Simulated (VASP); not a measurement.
# Mo (Im-3m) in VASP: single point with PBEsol

Aim: the single point of Mo with PBEsol.

Program: VASP 6.6.1. These are calculated values, not measurements. Logs are shortened: lines on timing, memory, paths and dates and some standing lists are left out, and cuts for length are marked.

### Step 1. The cell of the first run

The structure is cubic, space group Im-3m (No. 229). Conventional cell: a = 3.130 Å, b = 3.130 Å, c = 3.130 Å, α = 90.00°, β = 90.00°, γ = 90.00°. Within 3.6 Å of Mo (site symmetry m-3m) lie 14 Mo at 2.71 to 3.13 Å.

### Step 2. Single point, PBEsol

Input file INCAR:

```
SYSTEM = Mo
PREC     = Accurate       ! precision mode
ENCUT    = 520            ! plane-wave cutoff, eV
EDIFF    = 1E-6           ! SCF threshold, eV
ISMEAR   = -1             ! smearing method
SIGMA    = 0.13605693000000002 ! smearing width, eV
LREAL    = .FALSE.        ! projectors in reciprocal space
LASPH    = .TRUE.         ! aspherical terms in the spheres
NELM     = 80             ! most SCF steps
ALGO     = Normal         ! electronic algorithm
ISIF     = 2              ! what is computed and relaxed
LWAVE    = .FALSE.        ! write WAVECAR
LCHARG   = .FALSE.        ! write CHGCAR
GGA      = PS             ! functional
NBANDS   = 13             ! bands
```

Input file KPOINTS:

```
regular mesh
0
G
  15 15 15
  0 0 0
```

Input file POSCAR:

```
Mo
1.0
   -1.5648248059      1.5648248059      1.5648248059
    1.5648248059     -1.5648248059      1.5648248059
    1.5648248059      1.5648248059     -1.5648248059
Mo
1
Direct
    0.0000000000      0.0000000000      0.0000000000
```

Potentials or basis: VASP PAW PBE potentials, release 64 (Mo_sv).

Run with:

```bash
cat potpaw_PBE.64/Mo_sv/POTCAR > POTCAR
mpirun -np 1 vasp_std > vasp.out
```

OUTCAR:

```text
SYSTEM = Mo
   PREC = Accurate
   ENCUT = 520
   EDIFF = 1E-6
   ISMEAR = -1
   LREAL = .FALSE.
   LASPH = .TRUE.
   NELM = 80
   ISIF = 2
   GGA = PS

 ion  position               nearest neighbor table
   1  0.000  0.000  0.000-

  LATTYP: Found a body centered cubic cell.
 ALAT       =     3.1296496118

  Lattice vectors:

 A1 = (  -1.5648248059,   1.5648248059,   1.5648248059)
 A2 = (   1.5648248059,  -1.5648248059,   1.5648248059)
 A3 = (   1.5648248059,   1.5648248059,  -1.5648248059)

Analysis of symmetry for initial positions (statically):
=====================================================================
 Subroutine PRICEL returns:
 Original cell was already a primitive cell.

 Routine SETGRP: Setting up the symmetry group for a
 body centered cubic supercell.

 Subroutine GETGRP returns: Found 48 space group operations
 (whereof 48 operations were pure point group operations)
 out of a pool of 48 trial point group operations.

The static configuration has the point symmetry O_h .

Analysis of symmetry for dynamics (positions and initial velocities):
=====================================================================
 Subroutine PRICEL returns:
 Original cell was already a primitive cell.

 Routine SETGRP: Setting up the symmetry group for a
 body centered cubic supercell.

 Subroutine GETGRP returns: Found 48 space group operations
 (whereof 48 operations were pure point group operations)
 out of a pool of 48 trial point group operations.

The dynamic configuration has the point symmetry O_h .

 Subroutine INISYM returns: Found 48 space group operations
 (whereof 48 operations are pure point group operations),
 and found     1 'primitive' translations

----------------------------------------------------------------------------------------

                                     Primitive cell

  volume of cell :      15.3270

  direct lattice vectors                    reciprocal lattice vectors
    -1.564824806  1.564824806  1.564824806     0.000000000  0.319524587  0.319524587
     1.564824806 -1.564824806  1.564824806     0.319524587  0.000000000  0.319524587
     1.564824806  1.564824806 -1.564824806     0.319524587  0.319524587  0.000000000

  length of vectors
     2.710356069  2.710356069  2.710356069     0.451876005  0.451876005  0.451876005

  position of ions in fractional coordinates (direct lattice)
     0.000000000  0.000000000  0.000000000
[... 76 lines left out ...]
   EDIFF  = 0.1E-05   stopping-criterion for ELM
   LREAL  =      F    real-space projection
   EDIFFG = 0.1E-04   stopping-criterion for IOM
   NSW    =      0    number of steps for IOM
   IBRION =     -1    ionic relax: 0-MD 1-quasi-New 2-CG
   NFREE  =      0    steps in history (QN), initial steepest desc. (CG)
   ISIF   =      2    stress and relaxation
   ISYM   =      2    0-nonsym 1-usesym 2-fastsym
   POTIM  = 0.5000    time-step for ionic-motion
   TEBEG  =    0.0;   TEEND  =   0.0 temperature during run
   PSTRESS=    0.0 pullay stress
   NELECT =      14.0000    total number of electrons
   NUPDOWN=      -1.0000    fix difference up-down
   EMIN   =  10.00;   EMAX   =-10.00  energy-range for DOS
   EFERMI =   0.00;   METHOD = LEGACY
   ISMEAR =    -1;   SIGMA  =   0.14  broadening in eV -4-tet -1-fermi 0-gaus
   EFERMI_NEDOS =   21; number of points for ismear=-14 and -15
   IALGO  =     38    algorithm
   IMIX   =      4    mixing-type and parameters
     AMIX     =   0.40;   BMIX     =  1.00
     AMIX_MAG =   1.60;   BMIX_MAG =  1.00
  volume/ion in A,a.u.               =      15.33       103.43
  Fermi-wavevector in a.u.,A,eV,Ry     =   1.588419  3.001677 34.328526  2.523076
  Thomas-Fermi vector in A             =   2.687426
   LORBIT       =      0    0 simple, 1 ext, 2 COOP (PROOUT), +10 PAW based schemes
   GGA     = PS    functional components
   LHFCALC =     F    Hartree Fock is set to
   AEXX    =    0.0000 exact exchange contribution
   IVDW    =     0    specifies the selected vdW correction
   LEPSILON=     F    determine dielectric tensor
   LRPA    =     F    only Hartree local field effects (RPA)
 non-spin polarized calculation
  energy-cutoff  :      520.00
  volume of cell :       15.33
 maximum number of plane-waves:       423
   NGX =  9   NGY =  9   NGZ =  9

 number of electron      13.9999998 magnetization

 Free energy of the ion-electron system (eV)
  ---------------------------------------------------
  ext. energy  EPLUGINS =         0.00000000
  ---------------------------------------------------
  free energy    TOTEN  =       -11.79533603 eV

  energy without entropy =      -11.75431243  energy(sigma->0) =      -11.77482423

 E-fermi :  12.7428     XC(G=0): -13.6398

 val. band max:       12.6831260792   @ k =  -0.2667   0.3333   0.1333
 cond. band min:      12.7483156440   @ k =   0.1333   0.0667   0.0000
 fundamental gap:      0.0651895648
 Fermi energy:        12.7427855069

 k-point     1 :       0.0000    0.0000    0.0000
  band No.  band energies     occupation
      1     -48.4095      2.00000
      2     -21.6498      2.00000
      3     -21.6498      2.00000
      4     -21.6498      2.00000
      5       5.4344      2.00000
      6      11.3807      1.99991
      7      11.3807      1.99991
      8      11.3807      1.99991
      9      14.4688      0.00001
     10      14.4688      0.00001
     11      27.6204      0.00000
     12      27.6204      0.00000
     13      27.6204      0.00000
[... 354 lines left out ...]
  band No.  band energies     occupation
      1     -48.0980      2.00000
      2     -22.9715      2.00000
      3     -22.3471      2.00000
      4     -21.8047      2.00000
      5       8.3402      2.00000
      6       9.6214      2.00000
      7      11.8055      1.99796
      8      14.3782      0.00001
      9      15.5957      0.00000
     10      20.4703      0.00000
     11      23.6927      0.00000
     12      25.7973      0.00000
     13      29.2551      0.00000

 [... further k-points ...]
[... 5 lines left out ...]
  --------------------------------------------------------------------------------------
  -------------------------------------------------------------------------------------
  Total        0.0762595      0.0762595      0.0762595     -0.0000000     -0.0000000      0.0000000
  in kB        7.9716381      7.9716381      7.9716381     -0.0000000     -0.0000000      0.0000000
  external PRESSURE =       7.9716381 kB  Pullay stress =       0.0000000 kB

 VOLUME and BASIS-vectors are now :
 -----------------------------------------------------------------------------
  energy-cutoff  :      520.00
  volume of cell :       15.33
      direct lattice vectors                 reciprocal lattice vectors
    -1.564824806  1.564824806  1.564824806     0.000000000  0.319524587  0.319524587
     1.564824806 -1.564824806  1.564824806     0.319524587  0.000000000  0.319524587
     1.564824806  1.564824806 -1.564824806     0.319524587  0.319524587  0.000000000

 POSITION                                       TOTAL-FORCE (eV/Angst)
 -----------------------------------------------------------------------------------
      0.00000      0.00000      0.00000         0.000000      0.000000     -0.000000
 -----------------------------------------------------------------------------------
    total drift:                                0.000000     -0.000000     -0.000000

  FREE ENERGIE OF THE ION-ELECTRON SYSTEM (eV)
  ---------------------------------------------------
  free  energy   TOTEN  =       -11.7953360253 eV

  energy  without entropy=      -11.7543124314  energy(sigma->0) =      -11.77482423
```

stdout:

```text
POSCAR found type information on POSCAR Mo
 POSCAR found :  1 types and       1 ions
 scaLAPACK will be used
 -----------------------------------------------------------------------------
|                                                                             |
|                                                                             |
|     You enforced a specific xc type in the INCAR file but a different       |
|     I HOPE YOU KNOW WHAT YOU ARE DOING!                                     |
|                                                                             |
 -----------------------------------------------------------------------------

 LDA part: xc-table for (Slater+PW92), standard interpolation
 POSCAR, INCAR and KPOINTS ok, starting setup
 FFT: planning ... GRIDC
 FFT: planning ... GRID_SOFT
 FFT: planning ... GRID
 WAVECAR not read
 entering main loop
```

Wall time 17 s (1 thread of Intel Xeon Platinum 8259CL at 2.50GHz (Skylake/Cascade Lake), shared host); peak memory 0.14 GiB.

Results:

```yaml
Free_energy: -11.7953 eV
Pressure: 0.8 GPa
Band_gap_on_the_k_mesh: zero (band 7 reaches 16.60 eV, above the bottom of band 8 at 11.38 eV)
```

Levels at points of the mesh, in eV from the Fermi level:
```csv
k point,band 5,band 6,band 7,band 8,band 9,band 10
"(0.00, 0.00, 0.00)",-7.31,-1.36,-1.36,-1.36,1.73,1.73
```

Caveat: the PAW data sets were made with another functional, which shifts forces and pressure a little.
